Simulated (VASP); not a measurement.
# Sn (I4_1/amd) in VASP: further runs

Runs on Sn. Level: PBE. Tasks: single point, relaxation of cell and atoms.

Program: VASP 6.6.1. These are calculated values, not measurements. Logs are shortened: lines on timing, memory, paths and dates and some standing lists are left out, and cuts for length are marked.

## (1) The cell of the first run

The structure is tetragonal, space group I4_1/amd (No. 141). The conventional cell has a = 5.648 Å, b = 5.648 Å, c = 3.048 Å, α = 90.00°, β = 90.00°, γ = 90.00°. Sn (site symmetry -4m2) has 10 Sn at 2.93 to 3.63 Å within 3.9 Å.

## (2) Single point, PBE

Contents of INCAR:

```
SYSTEM = Sn
  ALGO = Fast
  EDIFF = 1E-6
  ENCUT = 520
  GGA = PE
  ISIF = 2
  ISMEAR = -1
  LASPH = .TRUE.
  LCHARG = .FALSE.
  LREAL = .FALSE.
  LWAVE = .FALSE.
  NBANDS = 21
  NELM = 60
  PREC = Accurate
  SIGMA = 0.15
```

Contents of KPOINTS:

```
k-points
0
G
  22 22 22
  0 0 0
```

Contents of POSCAR:

```
Sn
1.0
   -2.8240631420      2.8240631420      1.5239818067
    2.8240631420     -2.8240631420      1.5239818067
    2.8240631420      2.8240631420     -1.5239818067
Sn
2
Direct
    0.0000000000      0.0000000000      0.0000000000
    0.7500000000      0.2500000000      0.5000000000
```

Potentials or basis: VASP PAW PBE potentials, release 64 (Sn_d).

Command:

```console
$ cat potpaw_PBE.64/Sn_d/POTCAR > POTCAR
$ mpirun -np 1 vasp_std > vasp.out
```

OUTCAR:

```text
SYSTEM = Sn
   EDIFF = 1E-6
   ENCUT = 520
   GGA = PE
   ISIF = 2
   ISMEAR = -1
   LASPH = .TRUE.
   LREAL = .FALSE.
   NELM = 60
   PREC = Accurate

 ion  position               nearest neighbor table
   1  0.000  0.000  0.000-   2 2.93   2 2.93   2 2.93   2 2.93   2 3.63   2 3.63   2 3.63   2 3.63

   2  0.750  0.250  0.500-   1 2.93   1 2.93   1 2.93   1 2.93   1 3.63   1 3.63   1 3.63   1 3.63

  LATTYP: Found a body centered tetragonal cell.
 ALAT       =     5.6481262840
 C/A-ratio  =     0.5396415484

  Lattice vectors:

 A1 = (  -2.8240631420,   2.8240631420,   1.5239818067)
 A2 = (   2.8240631420,  -2.8240631420,   1.5239818067)
 A3 = (   2.8240631420,   2.8240631420,  -1.5239818067)

Analysis of symmetry for initial positions (statically):
=====================================================================
 Subroutine PRICEL returns:
 Original cell was already a primitive cell.

 Routine SETGRP: Setting up the symmetry group for a
 body centered tetragonal supercell.

 Subroutine GETGRP returns: Found 16 space group operations
 (whereof  8 operations were pure point group operations)
 out of a pool of 16 trial point group operations.

The static configuration has the point symmetry D_2d.
 The point group associated with its full space group is D_4h.

Analysis of symmetry for dynamics (positions and initial velocities):
=====================================================================
 Subroutine PRICEL returns:
 Original cell was already a primitive cell.

 Routine SETGRP: Setting up the symmetry group for a
 body centered tetragonal supercell.

 Subroutine GETGRP returns: Found 16 space group operations
 (whereof  8 operations were pure point group operations)
 out of a pool of 16 trial point group operations.

The dynamic configuration has the point symmetry D_2d.
 The point group associated with its full space group is D_4h.

 Subroutine INISYM returns: Found 16 space group operations
 (whereof  8 operations are pure point group operations),
 and found     1 'primitive' translations

----------------------------------------------------------------------------------------

                                     Primitive cell

  volume of cell :      48.6170

  direct lattice vectors                    reciprocal lattice vectors
    -2.824063142  2.824063142  1.523981807     0.000000000  0.177049866  0.328087906
     2.824063142 -2.824063142  1.523981807     0.177049866  0.000000000  0.328087906
     2.824063142  2.824063142 -1.523981807     0.177049866  0.177049866  0.000000000

  length of vectors
     4.274714705  4.274714705  4.274714705     0.372811385  0.372811385  0.250386321

  position of ions in fractional coordinates (direct lattice)
     0.000000000  0.000000000  0.000000000
     0.750000000  0.250000000  0.500000000

  ion indices of the primitive-cell ions
   primitive index   ion index
                 1           1
                 2           2

----------------------------------------------------------------------------------------

 KPOINTS: k-points

Automatic generation of k-mesh.
 Grid dimensions read from file:
 generate k-points for:   22   22   22

 Generating k-lattice:

  Cartesian coordinates                     Fractional coordinates (reciprocal lattice)
     0.000000000  0.008047721  0.014913087     0.045454545  0.000000000 -0.000000000
     0.008047721  0.000000000  0.014913087     0.000000000  0.045454545 -0.000000000
     0.008047721  0.008047721  0.000000000     0.000000000  0.000000000  0.045454545

  Length of vectors
     0.016945972  0.016945972  0.011381196

  Shift w.r.t. Gamma in fractional coordinates (k-lattice)
     0.000000000  0.000000000  0.000000000

 Subroutine IBZKPT returns following result:
 ===========================================

 Found    834 irreducible k-points:

 Following reciprocal coordinates:
            Coordinates               Weight
  0.000000  0.000000  0.000000      1.000000
  0.045455  0.000000 -0.000000      8.000000
  0.090909  0.000000 -0.000000      8.000000
  0.136364  0.000000 -0.000000      8.000000
  0.181818  0.000000 -0.000000      8.000000
  0.227273  0.000000 -0.000000      8.000000
[... 16 lines left out ...]
  0.500000  0.045455 -0.000000     16.000000
 -0.454545  0.045455 -0.000000     16.000000
 [... further k-points ...]
   k-points           NKPTS =    834   k-points in BZ     NKDIM =    834   number of bands    NBANDS=     21
   number of dos      NEDOS =    301   number of ions     NIONS =      2
   total plane-waves  NPLWV =  32768
   dimension x,y,z NGX =    32 NGY =   32 NGZ =   32
   dimension x,y,z NGXF=    64 NGYF=   64 NGZF=   64
   ions per type =               2
   NGX,Y,Z   is equivalent  to a cutoff of  12.44, 12.44, 12.44 a.u.
   NGXF,Y,Z  is equivalent  to a cutoff of  24.89, 24.89, 24.89 a.u.
 SYSTEM =  Sn
   PREC   = accura    normal or accurate (medium, high low for compatibility)
   ISTART =      0    job   : 0-new  1-cont  2-samecut
   ICHARG =      2    charge: 1-file 2-atom 10-const
   ISPIN  =      1    spin polarized calculation?
   LNONCOLLINEAR =      F non collinear calculations
   LSORBIT =      F    spin-orbit coupling
   LASPH  =      T    aspherical Exc in radial PAW
   ENCUT  =  520.0 eV  38.22 Ry    6.18 a.u.   7.95  7.95  7.95*2*pi/ulx,y,z
   NELM   =     60;   NELMIN=  2; NELMDL= -5     # of ELM steps
   EDIFF  = 0.1E-05   stopping-criterion for ELM
   LREAL  =      F    real-space projection
   EDIFFG = 0.1E-04   stopping-criterion for IOM
   NSW    =      0    number of steps for IOM
   IBRION =     -1    ionic relax: 0-MD 1-quasi-New 2-CG
   NFREE  =      0    steps in history (QN), initial steepest desc. (CG)
   ISIF   =      2    stress and relaxation
   ISYM   =      2    0-nonsym 1-usesym 2-fastsym
   POTIM  = 0.5000    time-step for ionic-motion
   TEBEG  =    0.0;   TEEND  =   0.0 temperature during run
   PSTRESS=    0.0 pullay stress
   NELECT =      28.0000    total number of electrons
   NUPDOWN=      -1.0000    fix difference up-down
   EMIN   =  10.00;   EMAX   =-10.00  energy-range for DOS
   EFERMI =   0.00;   METHOD = LEGACY
   ISMEAR =    -1;   SIGMA  =   0.15  broadening in eV -4-tet -1-fermi 0-gaus
   EFERMI_NEDOS =   21; number of points for ismear=-14 and -15
   IALGO  =     68    algorithm
   IMIX   =      4    mixing-type and parameters
     AMIX     =   0.40;   BMIX     =  1.00
     AMIX_MAG =   1.60;   BMIX_MAG =  1.00
  volume/ion in A,a.u.               =      24.31       164.04
  Fermi-wavevector in a.u.,A,eV,Ry     =   1.362065  2.573931 25.241832  1.855222
  Thomas-Fermi vector in A             =   2.488587
   LORBIT       =      0    0 simple, 1 ext, 2 COOP (PROOUT), +10 PAW based schemes
   GGA     = PE    functional components
   LHFCALC =     F    Hartree Fock is set to
   AEXX    =    0.0000 exact exchange contribution
   IVDW    =     0    specifies the selected vdW correction
   LEPSILON=     F    determine dielectric tensor
   LRPA    =     F    only Hartree local field effects (RPA)
 non-spin polarized calculation
 RMM-DIIS sequential band-by-band and
  energy-cutoff  :      520.00
  volume of cell :       48.62
 maximum number of plane-waves:      1330
   NGX = 15   NGY = 15   NGZ = 15

 number of electron      28.0000001 magnetization

 Free energy of the ion-electron system (eV)
  ---------------------------------------------------
  ext. energy  EPLUGINS =         0.00000000
  ---------------------------------------------------
  free energy    TOTEN  =        -7.40519019 eV

  energy without entropy =       -7.34440524  energy(sigma->0) =       -7.37479772

 E-fermi :   9.4239     XC(G=0): -10.8346

 val. band max:        9.4225384610   @ k =  -0.2273  -0.4091   0.0455
 cond. band min:       9.4304257838   @ k =  -0.1364   0.5000   0.1364
 fundamental gap:      0.0078873228
 Fermi energy:         9.4239228348

 k-point     1 :       0.0000    0.0000    0.0000
  band No.  band energies     occupation
      1     -12.4360      2.00000
      2     -12.3293      2.00000
      3     -12.2749      2.00000
      4     -12.2626      2.00000
      5     -12.0345      2.00000
      6     -12.0345      2.00000
[... 13 lines left out ...]
     20      19.7283      0.00000
     21      20.4761      0.00000

 k-point     2 :       0.0455    0.0000   -0.0000
  band No.  band energies     occupation
      1     -12.4342      2.00000
      2     -12.3232      2.00000
      3     -12.2727      2.00000
      4     -12.2551      2.00000
      5     -12.0401      2.00000
      6     -12.0398      2.00000
[... 13 lines left out ...]
     20      19.7241      0.00000
     21      20.0787      0.00000

 k-point     3 :       0.0909    0.0000   -0.0000
  band No.  band energies     occupation
      1     -12.4289      2.00000
      2     -12.3055      2.00000
      3     -12.2662      2.00000
      4     -12.2339      2.00000
      5     -12.0533      2.00000
      6     -12.0505      2.00000
[... 13 lines left out ...]
     20      19.0422      0.00000
     21      19.0635      0.00000

 k-point     4 :       0.1364    0.0000   -0.0000
  band No.  band energies     occupation
      1     -12.4200      2.00000
      2     -12.2785      2.00000
      3     -12.2560      2.00000
      4     -12.2030      2.00000
      5     -12.0710      2.00000
      6     -12.0608      2.00000
[... 13 lines left out ...]
     20      18.2958      0.00000
     21      18.3229      0.00000

 k-point     5 :       0.1818    0.0000   -0.0000
  band No.  band energies     occupation
      1     -12.4079      2.00000
      2     -12.2465      2.00000
      3     -12.2428      2.00000
      4     -12.1705      2.00000
      5     -12.0914      2.00000
      6     -12.0645      2.00000
[... 13 lines left out ...]
     20      17.6439      0.00000
     21      18.0962      0.00000
[... 382 lines left out ...]
     20      18.1933      0.00000
     21      20.5593      0.00000

 k-point    22 :       0.4545    0.0455   -0.0000
  band No.  band energies     occupation
      1     -12.3362      2.00000
      2     -12.2375      2.00000
      3     -12.2249      2.00000
      4     -12.1630      2.00000
      5     -12.1180      2.00000
      6     -12.1125      2.00000
[... 13 lines left out ...]
     20      19.0952      0.00000
     21      19.8502      0.00000

 k-point    23 :       0.5000    0.0455   -0.0000
  band No.  band energies     occupation
      1     -12.3341      2.00000
      2     -12.2384      2.00000
      3     -12.2229      2.00000
      4     -12.1636      2.00000
      5     -12.1169      2.00000
      6     -12.1108      2.00000
[... 13 lines left out ...]
     20      19.0755      0.00000
     21      19.8797      0.00000

 k-point    24 :      -0.4545    0.0455   -0.0000
  band No.  band energies     occupation
      1     -12.3378      2.00000
      2     -12.2277      2.00000
      3     -12.2160      2.00000
      4     -12.1679      2.00000
      5     -12.1215      2.00000
      6     -12.1049      2.00000
[... 13 lines left out ...]
     20      18.1809      0.00000
     21      20.4110      0.00000

 [... further k-points ...]

------------------------ aborting loop because EDIFF is reached ----------------------------------------

  FORCE on cell =-STRESS in cart. coord.  units (eV):
  Direction    XX          YY          ZZ          XY          YZ          ZX
  --------------------------------------------------------------------------------------
  -------------------------------------------------------------------------------------
  Total        3.2979489      3.2979489      3.2939249      0.0000000      0.0000000      0.0000000
  in kB      108.6840779    108.6840779    108.5514669      0.0000000      0.0000000      0.0000000
  external PRESSURE =     108.6398743 kB  Pullay stress =       0.0000000 kB

 VOLUME and BASIS-vectors are now :
 -----------------------------------------------------------------------------
  energy-cutoff  :      520.00
  volume of cell :       48.62
      direct lattice vectors                 reciprocal lattice vectors
    -2.824063142  2.824063142  1.523981807     0.000000000  0.177049866  0.328087906
     2.824063142 -2.824063142  1.523981807     0.177049866  0.000000000  0.328087906
     2.824063142  2.824063142 -1.523981807     0.177049866  0.177049866  0.000000000

 POSITION                                       TOTAL-FORCE (eV/Angst)
 -----------------------------------------------------------------------------------
      0.00000      0.00000      0.00000         0.000000      0.000000      0.000000
      0.00000      2.82406      0.76199        -0.000000     -0.000000     -0.000000
 -----------------------------------------------------------------------------------
    total drift:                                0.000000     -0.000000      0.000000

  FREE ENERGIE OF THE ION-ELECTRON SYSTEM (eV)
  ---------------------------------------------------
  free  energy   TOTEN  =        -7.4051901897 eV

  energy  without entropy=       -7.3444052419  energy(sigma->0) =       -7.37479772
```

It took 15 min on 1 thread of Intel Xeon Platinum 8175M at 2.50GHz (Skylake/Cascade Lake), shared host; peak memory 0.71 GiB.

Results:

* Free energy: -7.4052 eV
* Pressure: 10.9 GPa
* Band gap on the k mesh: zero (bands 14 and 15 overlap by 4.98 eV)

Caveat: the cell stands under pressure; spin-orbit coupling is left out, which moves the levels of the heavy elements.

## (3) Relaxation of cell and atoms, PBE, target pressure 10.9 GPa, at which the enthalpy is minimised

Contents of INCAR:

```
SYSTEM = Sn
PREC = Accurate
ENCUT = 600
EDIFF = 1E-6
ISMEAR = 0
SIGMA = 0.1
LREAL = .FALSE.
LASPH = .TRUE.
NELM = 80
ALGO = Fast
ISIF = 3
LWAVE = .FALSE.
LCHARG = .FALSE.
GGA = PE
IBRION = 2
NSW = 100
EDIFFG = -0.002
PSTRESS = 109.0
KPAR = 4
```

Contents of KPOINTS:

```
Automatic mesh
0
G
  22 22 22
  0 0 0
```

Contents of POSCAR:

```
Sn
1.0
   -2.8221414759      2.8221414759      1.5241862035
    2.8221414759     -2.8221414759      1.5241862035
    2.8221414759      2.8221414759     -1.5241862035
Sn
2
Direct
    0.0000000000      0.0000000000      0.0000000000
    0.7500000000      0.2500000000      0.5000000000
```

Potentials or basis: VASP PAW PBE potentials, release 64 (Sn_d).

Command:

```console
$ cat potpaw_PBE.64/Sn_d/POTCAR > POTCAR
$ mpirun -np 4 vasp_std > vasp.out
```

Wall time 13 min (4 MPI ranks of Oxide Virtual Turin-like, shared host); peak memory 0.79 GiB.

It converged, with:

```yaml
Free_energy: -7.3723 eV
Relaxed_volume: 24.27 Å³/atom
Relaxed_cell: a = 4.272 Å, b = 4.272 Å, c = 4.272 Å, α = 97.31°, β = 97.31°, γ = 138.20°
Space_group_after_relaxing_to_0.1_Å: I4_1/amd (No. 141)
Energy_change_on_relaxing_the_run_minimises_the_enthalpy: +0.5 meV/atom
Ionic_steps: 4
Pressure_after_relaxing: 10.9 GPa
Band_gap_on_the_k_mesh: zero (bands 14 and 15 overlap by 5.00 eV)
```

Step by step:
| step | energy change (eV) | largest force (eV/Å) | pressure (GPa) | volume (Å³) |
| --- | --- | --- | --- | --- |
| 1 | 0.0000 | 0.0000 | 10.87 | 48.56 |
| 2 | 0.0022 | 0.0000 | 11.03 | 48.52 |
| 3 | 0.0008 | 0.0000 | 10.89 | 48.55 |
| 4 | 0.0010 | 0.0000 | 10.90 | 48.54 |

Final structure:
```xyz
2
Lattice="-2.8219 2.8219 1.5240 2.8219 -2.8219 1.5240 2.8219 2.8219 -1.5240" Properties=species:S:1:pos:R:3 pbc="T T T"
Sn   -2.8219    2.8219    1.5240
Sn    0.0000    2.8219    0.7620
```

Levels at points of the mesh, in eV from the Fermi level:
```tsv
k point	band 12	band 13	band 14	band 15	band 16	band 17
(0.00, 0.00, 0.00)	-3.39	-2.34	-2.34	2.75	6.71	6.71
(0.50, 0.00, 0.00)	-5.81	-2.21	-2.01	-1.33	2.14	3.11
(0.50, 0.50, 0.00)	-9.56	0.52	0.52	1.72	1.72	6.64
(0.50, 0.50, 0.50)	-7.91	-5.50	-5.50	5.59	5.59	10.39
```

Caveat: the cell is relaxed towards a set pressure, so the run minimises the enthalpy, not the energy; spin-orbit coupling is left out, which moves the levels of the heavy elements.
